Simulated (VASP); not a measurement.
A run of VASP 6.6.1 is set up as follows.

Contents of INCAR:

```
SYSTEM = Zr12H
ALGO     = Normal         ! electronic algorithm
EDIFF    = 1E-6           ! SCF threshold, eV
ENCUT    = 520            ! plane-wave cutoff, eV
GGA      = PS             ! functional
ISIF     = 2              ! what is computed and relaxed
ISMEAR   = 0              ! smearing method
LASPH    = .True.         ! aspherical terms in the spheres
LCHARG   = .False.        ! write CHGCAR
LREAL    = .False.        ! projectors in reciprocal space
LWAVE    = .False.        ! write WAVECAR
NBANDS   = 84             ! bands
NELM     = 100            ! most SCF steps
PREC     = Accurate       ! precision mode
SIGMA    = 0.05           ! smearing width, eV
```

KPOINTS

```
k-points
0
Gamma
  3 2 3
  0 0 0
```

File POSCAR:

```
Zr12H
1.0
    6.4600000000      0.0000000000      0.0000000000
   -4.8450000000      8.3917860000      0.0000000000
    0.0000000000      0.0000000000      5.1453900000
Zr H
12 1
Direct
   -0.0008805744     -0.0004213644      0.0000472267
    0.1615058039      0.2166915362      0.4994344452
    0.0042891862      0.3303263453     -0.0003517712
    0.1801383734      0.5594592140      0.5008222895
    0.0067678056      0.6752454126      0.0010057547
    0.1678438180      0.8921003229      0.5006743901
    0.5004834876     -0.0015600970      0.0003603225
    0.6601638489      0.2099352867      0.4999533563
    0.4937813472      0.3282810119     -0.0005777988
    0.6553742043      0.5587528090      0.5008217064
    0.5013952796      0.6713138300      0.0007453274
    0.6676171107      0.8869639907      0.5002137836
    0.8362487282      0.4468874683     -0.0003162054
```

Potentials or basis: VASP PAW PBE potentials, release 64 (Zr_sv, H).

Command:

```sh
$ cat potpaw_PBE.64/Zr_sv/POTCAR potpaw_PBE.64/H/POTCAR > POTCAR
$ mpirun -np 1 vasp_std > vasp.out
```

Question: Predict the pressure.

Answer: -1.0 GPa.

Question: What does it give for the band gap on the k mesh?

Answer: Zero (an odd number of electrons rules out a gap without spin polarisation).

Forces in eV/Å, atoms in the order of the input:
```
Zr  -0.014 -0.007  0.000
Zr   0.011 -0.008  0.002
Zr  -0.002 -0.006  0.001
Zr   0.006  0.003 -0.003
Zr   0.008  0.005  0.000
Zr  -0.006  0.006  0.000
Zr  -0.012  0.012  0.000
Zr   0.007 -0.006  0.000
Zr   0.004  0.005  0.003
Zr   0.003 -0.001 -0.002
Zr   0.005  0.007 -0.002
Zr  -0.007 -0.006  0.000
H   -0.004 -0.005  0.000
```

Caveat: the k points lie up to 0.41 Å⁻¹ apart, too coarse for converged energies and pressures of a metal; the PAW data sets were made with another functional, which shifts forces and pressure a little.
